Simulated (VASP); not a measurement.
# SnSe in VASP: further runs

The runs below take SnSe through single point, with PBE.

Everything below comes from runs of VASP 6.6.1. Logs are shortened: lines on timing, memory, paths and dates and some standing lists are left out, and cuts for length are marked.

### Step 1. The cell of the first run

The cell holds a sheet with vacuum, 2 atoms: a = 4.758 Å, b = 4.758 Å, c = 14.000 Å, α = 90.00°, β = 90.00°, γ = 90.00°.

The cell was generated, and may not be a known phase.

### Step 2. Single point, PBE

INCAR

```
ALGO = Normal
DIPOL = 0.5 0.5 0.500
EDIFF = 1E-6
ENCUT = 520
GGA = PE
IDIPOL = 3
ISIF = 2
ISMEAR = 0
LASPH = T
LCHARG = F
LDIPOL = T
LREAL = F
LWAVE = F
NBANDS = 17
NELM = 60
PREC = Accurate
SIGMA = 0.1
```

KPOINTS

```
k-points
0
Gamma
  4 4 1
```

POSCAR

```
SnSe
1.0
    4.7578610000      0.0000000000      0.0000000000
    0.0000000000      4.7578610000      0.0000000000
    0.0000000000      0.0000000000     14.0000000000
Sn Se
1 1
Direct
    0.5000000000      0.5000000000      0.5000000000
    0.0000000000      0.0000000000      0.5000000000
```

Potentials or basis: VASP PAW PBE potentials, release 64 (Sn_d, Se).

Run with:

```sh
cat potpaw_PBE.64/Sn_d/POTCAR potpaw_PBE.64/Se/POTCAR > POTCAR
mpirun -np 1 vasp_std > vasp.out
```

OUTCAR:

```text
EDIFF = 1E-6
   ENCUT = 520
   GGA = PE
   ISIF = 2
   ISMEAR = 0
   LASPH = T
   LREAL = F
   NELM = 60
   PREC = Accurate

 ion  position               nearest neighbor table
   1  0.500  0.500  0.500-
   2  0.000  0.000  0.500-

  LATTYP: Found a simple tetragonal cell.
 ALAT       =     4.7578610000
 C/A-ratio  =     2.9424987405

  Lattice vectors:

 A1 = (   4.7578610000,   0.0000000000,   0.0000000000)
 A2 = (   0.0000000000,   4.7578610000,   0.0000000000)
 A3 = (   0.0000000000,   0.0000000000,  14.0000000000)

Analysis of symmetry for initial positions (statically):
=====================================================================
 Subroutine PRICEL returns:
 Original cell was already a primitive cell.

 Routine SETGRP: Setting up the symmetry group for a
 simple tetragonal supercell.

 Subroutine GETGRP returns: Found 16 space group operations
 (whereof 16 operations were pure point group operations)
 out of a pool of 16 trial point group operations.

The static configuration has the point symmetry D_4h.

Analysis of symmetry for dynamics (positions and initial velocities):
=====================================================================
 Subroutine PRICEL returns:
 Original cell was already a primitive cell.

 Routine SETGRP: Setting up the symmetry group for a
 simple tetragonal supercell.

 Subroutine GETGRP returns: Found 16 space group operations
 (whereof 16 operations were pure point group operations)
 out of a pool of 16 trial point group operations.

The dynamic configuration has the point symmetry D_4h.

 Subroutine INISYM returns: Found 16 space group operations
 (whereof 16 operations are pure point group operations),
 and found     1 'primitive' translations

----------------------------------------------------------------------------------------

                                     Primitive cell

  volume of cell :     316.9214

  direct lattice vectors                    reciprocal lattice vectors
     4.757861000  0.000000000  0.000000000     0.210178481  0.000000000  0.000000000
     0.000000000  4.757861000  0.000000000     0.000000000  0.210178481  0.000000000
     0.000000000  0.000000000 14.000000000     0.000000000  0.000000000  0.071428571

  length of vectors
     4.757861000  4.757861000 14.000000000     0.210178481  0.210178481  0.071428571

  position of ions in fractional coordinates (direct lattice)
     0.500000000  0.500000000  0.500000000
     0.000000000  0.000000000  0.500000000

  ion indices of the primitive-cell ions
   primitive index   ion index
                 1           1
                 2           2

----------------------------------------------------------------------------------------

 KPOINTS: k-points

Automatic generation of k-mesh.
 Grid dimensions read from file:
 generate k-points for:    4    4    1

 Generating k-lattice:

  Cartesian coordinates                     Fractional coordinates (reciprocal lattice)
     0.052544620  0.000000000  0.000000000     0.250000000  0.000000000  0.000000000
     0.000000000  0.052544620  0.000000000     0.000000000  0.250000000  0.000000000
     0.000000000  0.000000000  0.071428571     0.000000000  0.000000000  1.000000000

  Length of vectors
     0.052544620  0.052544620  0.071428571

  Shift w.r.t. Gamma in fractional coordinates (k-lattice)
     0.000000000  0.000000000  0.000000000

 Subroutine IBZKPT returns following result:
 ===========================================

 Found      6 irreducible k-points:

 Following reciprocal coordinates:
            Coordinates               Weight
  0.000000  0.000000  0.000000      1.000000
  0.250000  0.000000  0.000000      4.000000
  0.500000  0.000000  0.000000      2.000000
  0.250000  0.250000  0.000000      4.000000
  0.500000  0.250000  0.000000      4.000000
  0.500000  0.500000  0.000000      1.000000
   k-points           NKPTS =      6   k-points in BZ     NKDIM =      6   number of bands    NBANDS=     17
   number of dos      NEDOS =    301   number of ions     NIONS =      2
   total plane-waves  NPLWV = 139968
   dimension x,y,z NGX =    36 NGY =   36 NGZ =  108
   dimension x,y,z NGXF=    72 NGYF=   72 NGZF=  216
   ions per type =               1   1
   NGX,Y,Z   is equivalent  to a cutoff of  12.58, 12.58, 12.82 a.u.
   NGXF,Y,Z  is equivalent  to a cutoff of  25.16, 25.16, 25.65 a.u.
 SYSTEM =  unknown system
   PREC   = accura    normal or accurate (medium, high low for compatibility)
   ISTART =      0    job   : 0-new  1-cont  2-samecut
   ICHARG =      2    charge: 1-file 2-atom 10-const
   ISPIN  =      1    spin polarized calculation?
   LNONCOLLINEAR =      F non collinear calculations
   LSORBIT =      F    spin-orbit coupling
   LASPH  =      T    aspherical Exc in radial PAW
   ENCUT  =  520.0 eV  38.22 Ry    6.18 a.u.   8.85  8.85 26.03*2*pi/ulx,y,z
   NELM   =     60;   NELMIN=  2; NELMDL= -5     # of ELM steps
   EDIFF  = 0.1E-05   stopping-criterion for ELM
   LREAL  =      F    real-space projection
   EDIFFG = 0.1E-04   stopping-criterion for IOM
   NSW    =      0    number of steps for IOM
   IBRION =     -1    ionic relax: 0-MD 1-quasi-New 2-CG
   NFREE  =      0    steps in history (QN), initial steepest desc. (CG)
   ISIF   =      2    stress and relaxation
   ISYM   =      2    0-nonsym 1-usesym 2-fastsym
   POTIM  = 0.5000    time-step for ionic-motion
   TEBEG  =    0.0;   TEEND  =   0.0 temperature during run
   PSTRESS=    0.0 pullay stress
   NELECT =      20.0000    total number of electrons
   NUPDOWN=      -1.0000    fix difference up-down
   EMIN   =  10.00;   EMAX   =-10.00  energy-range for DOS
   EFERMI =   0.00;   METHOD = LEGACY
   ISMEAR =     0;   SIGMA  =   0.10  broadening in eV -4-tet -1-fermi 0-gaus
   EFERMI_NEDOS =   21; number of points for ismear=-14 and -15
   IALGO  =     38    algorithm
   IMIX   =      4    mixing-type and parameters
     AMIX     =   0.40;   BMIX     =  1.00
     AMIX_MAG =   1.60;   BMIX_MAG =  1.00
  volume/ion in A,a.u.               =     158.46      1069.35
  Fermi-wavevector in a.u.,A,eV,Ry     =   0.651780  1.231685  5.779987  0.424817
  Thomas-Fermi vector in A             =   1.721490
   LORBIT       =      0    0 simple, 1 ext, 2 COOP (PROOUT), +10 PAW based schemes
   GGA     = PE    functional components
   LHFCALC =     F    Hartree Fock is set to
   AEXX    =    0.0000 exact exchange contribution
   IVDW    =     0    specifies the selected vdW correction
   LEPSILON=     F    determine dielectric tensor
   LRPA    =     F    only Hartree local field effects (RPA)
 non-spin polarized calculation
 Gauss-broadening in eV      SIGMA  =   0.10
  energy-cutoff  :      520.00
  volume of cell :      316.92
 maximum number of plane-waves:      8552
 NGX is ok and might be reduce to    36
   NGX = 17   NGY = 17   NGZ = 53

 dipolmoment           0.000000      0.000000     -0.000000 electrons x Angstroem

 number of electron      19.9999995 magnetization

 dipolmoment           0.000000      0.000000      0.000000 electrons x Angstroem

 Free energy of the ion-electron system (eV)
  ---------------------------------------------------
  ext. energy  EPLUGINS =         0.00000000
  ---------------------------------------------------
  free energy    TOTEN  =        -6.35703029 eV

  energy without entropy =       -6.35702891  energy(sigma->0) =       -6.35702960

 E-fermi :  -2.8762     XC(G=0):  -2.7520

 val. band max:       -3.1800873199   @ k =   0.5000   0.0000   0.0000
 cond. band min:      -2.5723683262   @ k =   0.5000   0.0000   0.0000
 fundamental gap:      0.6077189937
 Fermi energy:        -2.8762280383

 k-point     1 :       0.0000    0.0000    0.0000
  band No.  band energies     occupation
      1     -25.3147      2.00000
      2     -25.2703      2.00000
      3     -25.2703      2.00000
      4     -25.1451      2.00000
      5     -25.1330      2.00000
      6     -14.3321      2.00000
[... 9 lines left out ...]
     16       2.0489      0.00000
     17       2.4030      0.00000

 k-point     2 :       0.2500    0.0000    0.0000
  band No.  band energies     occupation
      1     -25.3142      2.00000
      2     -25.2706      2.00000
      3     -25.2703      2.00000
      4     -25.1440      2.00000
      5     -25.1336      2.00000
      6     -14.2461      2.00000
[... 9 lines left out ...]
     16       2.8266      0.00000
     17       3.3021      0.00000

 k-point     3 :       0.5000    0.0000    0.0000
  band No.  band energies     occupation
      1     -25.3137      2.00000
      2     -25.2709      2.00000
      3     -25.2702      2.00000
      4     -25.1430      2.00000
      5     -25.1341      2.00000
      6     -14.1528      2.00000
[... 9 lines left out ...]
     16       2.9379      0.00000
     17       3.4593      0.00000

 k-point     4 :       0.2500    0.2500    0.0000
  band No.  band energies     occupation
      1     -25.3137      2.00000
      2     -25.2706      2.00000
      3     -25.2706      2.00000
      4     -25.1430      2.00000
      5     -25.1343      2.00000
      6     -14.1758      2.00000
[... 9 lines left out ...]
     16       3.1646      0.00000
     17       3.2481      0.00000

 k-point     5 :       0.5000    0.2500    0.0000
  band No.  band energies     occupation
      1     -25.3132      2.00000
      2     -25.2709      2.00000
      3     -25.2705      2.00000
      4     -25.1419      2.00000
      5     -25.1350      2.00000
      6     -14.1013      2.00000
[... 9 lines left out ...]
     16       2.9905      0.00000
     17       3.1365      0.00000

 k-point     6 :       0.5000    0.5000    0.0000
  band No.  band energies     occupation
      1     -25.3128      2.00000
      2     -25.2708      2.00000
      3     -25.2708      2.00000
      4     -25.1409      2.00000
      5     -25.1360      2.00000
      6     -14.0480      2.00000
[... 9 lines left out ...]
     16       3.8934      0.00000
     17       3.9128      0.00000

------------------------ aborting loop because EDIFF is reached ----------------------------------------

 vacuum level on the upper side and lower side of the slab       (xc-potential included)        -0.085        -0.085

  FORCE on cell =-STRESS in cart. coord.  units (eV):
  Direction    XX          YY          ZZ          XY          YZ          ZX
  --------------------------------------------------------------------------------------
  -------------------------------------------------------------------------------------
  Total       -5.8482130     -5.8482130     -0.0113370      0.0000000      0.0000000      0.0000000
  in kB      -29.5652959    -29.5652959     -0.0573136      0.0000000      0.0000000      0.0000000
  external PRESSURE =     -19.7293018 kB  Pullay stress =       0.0000000 kB

 VOLUME and BASIS-vectors are now :
 -----------------------------------------------------------------------------
  energy-cutoff  :      520.00
  volume of cell :      316.92
      direct lattice vectors                 reciprocal lattice vectors
     4.757861000  0.000000000  0.000000000     0.210178481  0.000000000  0.000000000
     0.000000000  4.757861000  0.000000000     0.000000000  0.210178481  0.000000000
     0.000000000  0.000000000 14.000000000     0.000000000  0.000000000  0.071428571

 POSITION                                       TOTAL-FORCE (eV/Angst)
 -----------------------------------------------------------------------------------
      2.37893      2.37893      7.00000         0.000000      0.000000      0.000000
      0.00000      0.00000      7.00000         0.000000      0.000000      0.000000
 -----------------------------------------------------------------------------------
    total drift:                                0.000000      0.000000      0.000000

  FREE ENERGIE OF THE ION-ELECTRON SYSTEM (eV)
  ---------------------------------------------------
  free  energy   TOTEN  =        -6.3570302937 eV

  energy  without entropy=       -6.3570289149  energy(sigma->0) =       -6.35702960

 vacuum level on the upper side and lower side of the slab         1.659         1.659
```

Run time: 89 s. Hardware: 1 thread of Intel Xeon 8259CL, shared host; peak memory 0.34 GiB.

What came out:

- Free energy: -6.3570 eV
- Band gap on the k mesh: 0.61 eV

Levels at points of the mesh, in eV from the valence-band top:
| k point | band 6 | band 7 | band 8 | band 9 | band 10 | band 11 | band 12 | band 13 | band 14 | band 15 |
| --- | --- | --- | --- | --- | --- | --- | --- | --- | --- | --- |
| (0.00, 0.00, 0.00) | -11.15 | -6.05 | -1.32 | -1.32 | -1.15 | 1.59 | 3.58 | 3.58 | 4.03 | 5.10 |
| (0.50, 0.00, 0.00) | -10.97 | -6.66 | -0.51 | -0.43 | 0.00 | 0.61 | 0.75 | 1.51 | 5.64 | 5.77 |
| (0.50, 0.50, 0.00) | -10.87 | -6.21 | -2.47 | -2.47 | -0.25 | 0.99 | 4.13 | 4.13 | 5.57 | 5.57 |

Caveat: semilocal functionals underestimate gaps, and a narrow one can read as zero; spin-orbit coupling is left out, which moves the levels of the heavy elements.

[end of part 1 of 3]
